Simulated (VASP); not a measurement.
Write the native input for VASP 6.6.1 that does the following.

| Property | Result |
| --- | --- |
| Task | single point |
| Functional | r2SCAN |
| Potentials or basis | VASP PAW PBE potentials, release 64 (Pb_d, S) |
| Cutoff | 520 eV |
| k mesh | 8 × 8 × 8 |
| Occupations | fermi-dirac, width 0.05 eV |
| Spin | no spin polarisation |
| Dipole correction | no |
| Further INCAR settings | ALGO = Normal; EDIFF = 1e-07; NBANDS = 17 |

PbS (Galena):

```xyz
2
Lattice="0.0000 2.9657 2.9657 2.9657 0.0000 2.9657 2.9657 2.9657 0.0000" Properties=species:S:1:pos:R:3 pbc="T T T"
Pb    0.0000    0.0000    0.0000
S     2.9657    2.9657    2.9657
```

One way to write it, as run:

POSCAR

```
PbS
1.0
    0.0000000000      2.9657500000      2.9657500000
    2.9657500000      0.0000000000      2.9657500000
    2.9657500000      2.9657500000      0.0000000000
Pb S
1 1
Direct
    0.0000000000      0.0000000000      0.0000000000
    0.5000000000      0.5000000000      0.5000000000
```

INCAR.step1

```
SYSTEM = PbS
ALGO = Normal ; EDIFF = 1E-4
ENCUT = 520 ; GGA = PE
ISMEAR = -1 ; LASPH = .TRUE.
LCHARG = .FALSE. ; LREAL = .FALSE.
LWAVE = .TRUE. ; NBANDS = 17
NELM = 80 ; PREC = Accurate
SIGMA = 0.05
```

INCAR.step2

```
SYSTEM = PbS
ALGO = Normal ; EDIFF = 1E-7
ENCUT = 520 ; ISIF = 2
ISMEAR = -1 ; ISTART = 1
LASPH = .TRUE. ; LCHARG = .FALSE.
LMIXTAU = .TRUE. ; LREAL = .FALSE.
LWAVE = .FALSE. ; METAGGA = R2SCAN
NBANDS = 17 ; NELM = 80
PREC = Accurate ; SIGMA = 0.05
```

KPOINTS

```
k-points
0
G
  8 8 8
  0 0 0
```

Potentials or basis: VASP PAW PBE potentials, release 64 (Pb_d, S).

Command:

```sh
$ cat potpaw_PBE.64/Pb_d/POTCAR potpaw_PBE.64/S/POTCAR > POTCAR
$ cp INCAR.step1 INCAR
$ mpirun -np 1 vasp_std > vasp.out
$ cp INCAR.step2 INCAR
$ mpirun -np 1 vasp_std > vasp.out
```

It gave:

The pressure is 1.3 GPa. The band gap on the k mesh is 0.62 eV, direct.

Caveat: the PAW data sets were made with another functional, which shifts forces and pressure a little; spin-orbit coupling is left out, which moves the levels of the heavy elements.

It took 4.4 min on 1 thread of AMD EPYC 7R13, with other jobs on the host, peak memory 0.17 GiB.
